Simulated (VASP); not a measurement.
# CuCl (F-43m) in VASP: single point with PBEsol

Aim: the single point of CuCl with PBEsol.

Program: VASP 6.6.1. These are calculated values, not measurements. Logs are shortened: lines on timing, memory, paths and dates and some standing lists are left out, and cuts for length are marked.

### 1 The cell of the first run

Symmetry: F-43m, No. 216, cubic system. The conventional cell has a = 5.420 Å, b = 5.420 Å, c = 5.420 Å, α = 90.00°, β = 90.00°, γ = 90.00°. Within 3.1 Å of Cu (site symmetry -43m) lie 4 Cl at 2.35 Å. Within 3.1 Å of Cl (site symmetry -43m) lie 4 Cu at 2.35 Å.

### 2 Single point, PBEsol

Input file INCAR:

```
PREC = Accurate
ENCUT = 600
EDIFF = 1E-6
ISMEAR = 0
SIGMA = 0.05
LREAL = F
LASPH = T
NELM = 120
ALGO = Normal
ISIF = 2
LWAVE = F
LCHARG = F
GGA = PS
NBANDS = 16
GGA_COMPAT = F
```

Input file KPOINTS:

```
Automatic mesh
0
Gamma
  12 12 12
```

Input file POSCAR:

```
CuCl
1.0
    0.0000000000      2.7101000000      2.7101000000
    2.7101000000      0.0000000000      2.7101000000
    2.7101000000      2.7101000000      0.0000000000
Cu Cl
1 1
Direct
    0.0000000000      0.0000000000      0.0000000000
    0.7500000000      0.7500000000      0.7500000000
```

Potentials or basis: VASP PAW PBE potentials, release 64 (Cu, Cl).

Command:

```console
cat potpaw_PBE.64/Cu/POTCAR potpaw_PBE.64/Cl/POTCAR > POTCAR
mpirun -np 1 vasp_std > vasp.out
```

OUTCAR:

```text
PREC = Accurate
   ENCUT = 600
   EDIFF = 1E-6
   ISMEAR = 0
   LREAL = F
   LASPH = T
   NELM = 120
   ISIF = 2
   GGA = PS

 ion  position               nearest neighbor table
   1  0.000  0.000  0.000-   2 2.35   2 2.35   2 2.35   2 2.35
   2  0.750  0.750  0.750-   1 2.35   1 2.35   1 2.35   1 2.35

  LATTYP: Found a face centered cubic cell.
 ALAT       =     5.4202000000

  Lattice vectors:

 A1 = (   0.0000000000,   2.7101000000,   2.7101000000)
 A2 = (   2.7101000000,   0.0000000000,   2.7101000000)
 A3 = (   2.7101000000,   2.7101000000,   0.0000000000)

Analysis of symmetry for initial positions (statically):
=====================================================================
 Subroutine PRICEL returns:
 Original cell was already a primitive cell.

 Routine SETGRP: Setting up the symmetry group for a
 face centered cubic supercell.

 Subroutine GETGRP returns: Found 24 space group operations
 (whereof 24 operations were pure point group operations)
 out of a pool of 48 trial point group operations.

The static configuration has the point symmetry T_d .

Analysis of symmetry for dynamics (positions and initial velocities):
=====================================================================
 Subroutine PRICEL returns:
 Original cell was already a primitive cell.

 Routine SETGRP: Setting up the symmetry group for a
 face centered cubic supercell.

 Subroutine GETGRP returns: Found 24 space group operations
 (whereof 24 operations were pure point group operations)
 out of a pool of 48 trial point group operations.

The dynamic configuration has the point symmetry T_d .

 Subroutine INISYM returns: Found 24 space group operations
 (whereof 24 operations are pure point group operations),
 and found     1 'primitive' translations

----------------------------------------------------------------------------------------

                                     Primitive cell

  volume of cell :      39.8094

  direct lattice vectors                    reciprocal lattice vectors
     0.000000000  2.710100000  2.710100000    -0.184495037  0.184495037  0.184495037
     2.710100000  0.000000000  2.710100000     0.184495037 -0.184495037  0.184495037
     2.710100000  2.710100000  0.000000000     0.184495037  0.184495037 -0.184495037

  length of vectors
     3.832660175  3.832660175  3.832660175     0.319554778  0.319554778  0.319554778

  position of ions in fractional coordinates (direct lattice)
     0.000000000  0.000000000  0.000000000
     0.750000000  0.750000000  0.750000000

  ion indices of the primitive-cell ions
   primitive index   ion index
                 1           1
                 2           2

----------------------------------------------------------------------------------------

 KPOINTS: Automatic mesh

Automatic generation of k-mesh.
 Grid dimensions read from file:
 generate k-points for:   12   12   12

 Generating k-lattice:

  Cartesian coordinates                     Fractional coordinates (reciprocal lattice)
    -0.015374586  0.015374586  0.015374586     0.083333333  0.000000000  0.000000000
     0.015374586 -0.015374586  0.015374586     0.000000000  0.083333333  0.000000000
     0.015374586  0.015374586 -0.015374586     0.000000000  0.000000000  0.083333333

  Length of vectors
     0.026629565  0.026629565  0.026629565

  Shift w.r.t. Gamma in fractional coordinates (k-lattice)
     0.000000000  0.000000000  0.000000000

 Subroutine IBZKPT returns following result:
 ===========================================

 Found     72 irreducible k-points:

 Following reciprocal coordinates:
            Coordinates               Weight
  0.000000  0.000000  0.000000      1.000000
  0.083333  0.000000  0.000000      8.000000
  0.166667  0.000000  0.000000      8.000000
  0.250000  0.000000  0.000000      8.000000
  0.333333  0.000000  0.000000      8.000000
  0.416667  0.000000  0.000000      8.000000
[... 16 lines left out ...]
  0.500000  0.166667  0.000000     24.000000
 -0.416667  0.166667  0.000000     24.000000
 [... further k-points ...]
   k-points           NKPTS =     72   k-points in BZ     NKDIM =     72   number of bands    NBANDS=     16
   number of dos      NEDOS =    301   number of ions     NIONS =      2
   total plane-waves  NPLWV =  32768
   dimension x,y,z NGX =    32 NGY =   32 NGZ =   32
   dimension x,y,z NGXF=    64 NGYF=   64 NGZF=   64
   ions per type =               1   1
   NGX,Y,Z   is equivalent  to a cutoff of  13.88, 13.88, 13.88 a.u.
   NGXF,Y,Z  is equivalent  to a cutoff of  27.76, 27.76, 27.76 a.u.
 SYSTEM =  unknown system
   PREC   = accura    normal or accurate (medium, high low for compatibility)
   ISTART =      0    job   : 0-new  1-cont  2-samecut
   ICHARG =      2    charge: 1-file 2-atom 10-const
   ISPIN  =      1    spin polarized calculation?
   LNONCOLLINEAR =      F non collinear calculations
   LSORBIT =      F    spin-orbit coupling
   LASPH  =      T    aspherical Exc in radial PAW
   ENCUT  =  600.0 eV  44.10 Ry    6.64 a.u.   7.65  7.65  7.65*2*pi/ulx,y,z
   NELM   =    120;   NELMIN=  2; NELMDL= -5     # of ELM steps
   EDIFF  = 0.1E-05   stopping-criterion for ELM
   LREAL  =      F    real-space projection
   EDIFFG = 0.1E-04   stopping-criterion for IOM
   NSW    =      0    number of steps for IOM
   IBRION =     -1    ionic relax: 0-MD 1-quasi-New 2-CG
   NFREE  =      0    steps in history (QN), initial steepest desc. (CG)
   ISIF   =      2    stress and relaxation
   ISYM   =      2    0-nonsym 1-usesym 2-fastsym
   POTIM  = 0.5000    time-step for ionic-motion
   TEBEG  =    0.0;   TEEND  =   0.0 temperature during run
   PSTRESS=    0.0 pullay stress
   NELECT =      18.0000    total number of electrons
   NUPDOWN=      -1.0000    fix difference up-down
   EMIN   =  10.00;   EMAX   =-10.00  energy-range for DOS
   EFERMI =   0.00;   METHOD = LEGACY
   ISMEAR =     0;   SIGMA  =   0.05  broadening in eV -4-tet -1-fermi 0-gaus
   EFERMI_NEDOS =   21; number of points for ismear=-14 and -15
   IALGO  =     38    algorithm
   IMIX   =      4    mixing-type and parameters
     AMIX     =   0.40;   BMIX     =  1.00
     AMIX_MAG =   1.60;   BMIX_MAG =  1.00
  volume/ion in A,a.u.               =      19.90       134.32
  Fermi-wavevector in a.u.,A,eV,Ry     =   1.256523  2.374484 21.481550  1.578849
  Thomas-Fermi vector in A             =   2.390227
   LORBIT       =      0    0 simple, 1 ext, 2 COOP (PROOUT), +10 PAW based schemes
   GGA     = PS    functional components
   LHFCALC =     F    Hartree Fock is set to
   AEXX    =    0.0000 exact exchange contribution
   IVDW    =     0    specifies the selected vdW correction
   LEPSILON=     F    determine dielectric tensor
   LRPA    =     F    only Hartree local field effects (RPA)
 non-spin polarized calculation
 Gauss-broadening in eV      SIGMA  =   0.05
  energy-cutoff  :      600.00
  volume of cell :       39.81
 maximum number of plane-waves:      1363
   NGX = 15   NGY = 15   NGZ = 15

 number of electron      18.0000009 magnetization

 Free energy of the ion-electron system (eV)
  ---------------------------------------------------
  ext. energy  EPLUGINS =         0.00000000
  ---------------------------------------------------
  free energy    TOTEN  =        -7.03081310 eV

  energy without entropy =       -7.03081310  energy(sigma->0) =       -7.03081310

 E-fermi :   3.9050     XC(G=0):  -9.6369

 val. band max:        3.6973704216   @ k =   0.0000   0.0000   0.0000
 cond. band min:       4.1142022080   @ k =   0.0000   0.0000   0.0000
 fundamental gap:      0.4168317864
 Fermi energy:         3.9049531351

 k-point     1 :       0.0000    0.0000    0.0000
  band No.  band energies     occupation
      1     -13.2554      2.00000
      2      -1.2005      2.00000
      3      -1.2005      2.00000
      4      -1.2005      2.00000
      5       2.2033      2.00000
      6       2.2033      2.00000
[... 8 lines left out ...]
     15      15.4225      0.00000
     16      16.1881      0.00000

 k-point     2 :       0.0833    0.0000    0.0000
  band No.  band energies     occupation
      1     -13.2273      2.00000
      2      -1.3455      2.00000
      3      -1.1985      2.00000
      4      -1.1985      2.00000
      5       2.1985      2.00000
      6       2.1985      2.00000
[... 8 lines left out ...]
     15      15.0992      0.00000
     16      16.5529      0.00000

 k-point     3 :       0.1667    0.0000    0.0000
  band No.  band energies     occupation
      1     -13.1490      2.00000
      2      -1.7085      2.00000
      3      -1.1936      2.00000
      4      -1.1936      2.00000
      5       2.1908      2.00000
      6       2.1908      2.00000
[... 8 lines left out ...]
     15      14.6576      0.00000
     16      16.4009      0.00000

 k-point     4 :       0.2500    0.0000    0.0000
  band No.  band energies     occupation
      1     -13.0385      2.00000
      2      -2.1492      2.00000
      3      -1.1886      2.00000
      4      -1.1886      2.00000
      5       2.1943      2.00000
      6       2.1943      2.00000
[... 8 lines left out ...]
     15      14.6134      0.00000
     16      15.8012      0.00000

 k-point     5 :       0.3333    0.0000    0.0000
  band No.  band energies     occupation
      1     -12.9234      2.00000
      2      -2.5483      2.00000
      3      -1.1854      2.00000
      4      -1.1854      2.00000
      5       2.2184      2.00000
      6       2.2184      2.00000
[... 8 lines left out ...]
     15      15.1344      0.00000
     16      15.4368      0.00000

 k-point     6 :       0.4167    0.0000    0.0000
  band No.  band energies     occupation
      1     -12.8360      2.00000
      2      -2.8224      2.00000
      3      -1.1844      2.00000
      4      -1.1844      2.00000
      5       2.2545      2.00000
      6       2.2545      2.00000
[... 8 lines left out ...]
     15      16.0667      0.00000
     16      16.0667      0.00000
[... 267 lines left out ...]
 k-point    21 :       0.3333    0.1667    0.0000
  band No.  band energies     occupation
      1     -12.9276      2.00000
      2      -2.3401      2.00000
      3      -1.3096      2.00000
      4      -1.2485      2.00000
      5       2.0824      2.00000
      6       2.2873      2.00000
[... 8 lines left out ...]
     15      15.9713      0.00000
     16      17.5791      0.00000

 k-point    22 :       0.4167    0.1667    0.0000
  band No.  band energies     occupation
      1     -12.8310      2.00000
      2      -2.5888      2.00000
      3      -1.3932      2.00000
      4      -1.2395      2.00000
      5       2.1175      2.00000
      6       2.3002      2.00000
[... 8 lines left out ...]
     15      16.5902      0.00000
     16      17.3083      0.00000

 k-point    23 :       0.5000    0.1667    0.0000
  band No.  band energies     occupation
      1     -12.7689      2.00000
      2      -2.7276      2.00000
      3      -1.4808      2.00000
      4      -1.2215      2.00000
      5       2.1434      2.00000
      6       2.2854      2.00000
[... 8 lines left out ...]
     15      16.8017      0.00000
     16      17.3754      0.00000

 k-point    24 :      -0.4167    0.1667    0.0000
  band No.  band energies     occupation
      1     -12.7605      2.00000
      2      -2.7324      2.00000
      3      -1.5386      2.00000
      4      -1.1982      2.00000
      5       2.1556      2.00000
      6       2.2354      2.00000
[... 8 lines left out ...]
     15      15.8008      0.00000
     16      17.1986      0.00000

 [... further k-points ...]
[... 5 lines left out ...]
  --------------------------------------------------------------------------------------
  -------------------------------------------------------------------------------------
  Total       -0.8924639     -0.8924639     -0.8924639      0.0000000      0.0000000      0.0000000
  in kB      -35.9182623    -35.9182623    -35.9182623      0.0000000      0.0000000      0.0000000
  external PRESSURE =     -35.9182623 kB  Pullay stress =       0.0000000 kB

 VOLUME and BASIS-vectors are now :
 -----------------------------------------------------------------------------
  energy-cutoff  :      600.00
  volume of cell :       39.81
      direct lattice vectors                 reciprocal lattice vectors
     0.000000000  2.710100000  2.710100000    -0.184495037  0.184495037  0.184495037
     2.710100000  0.000000000  2.710100000     0.184495037 -0.184495037  0.184495037
     2.710100000  2.710100000  0.000000000     0.184495037  0.184495037 -0.184495037

 POSITION                                       TOTAL-FORCE (eV/Angst)
 -----------------------------------------------------------------------------------
      0.00000      0.00000      0.00000        -0.000000     -0.000000     -0.000000
      4.06515      4.06515      4.06515         0.000000      0.000000      0.000000
 -----------------------------------------------------------------------------------
    total drift:                               -0.000001     -0.000001     -0.000001

  FREE ENERGIE OF THE ION-ELECTRON SYSTEM (eV)
  ---------------------------------------------------
  free  energy   TOTEN  =        -7.0308130960 eV

  energy  without entropy=       -7.0308130960  energy(sigma->0) =       -7.03081310
```

Wall time 1.7 min (1 thread of AMD EPYC 7R13, shared host); peak memory 0.18 GiB.

What came out:

```
Free energy            : -7.0308 eV
Pressure               : -3.6 GPa
Band gap on the k mesh : 0.42 eV, direct
```

Caveat: the PAW data sets were made with another functional, which shifts forces and pressure a little.
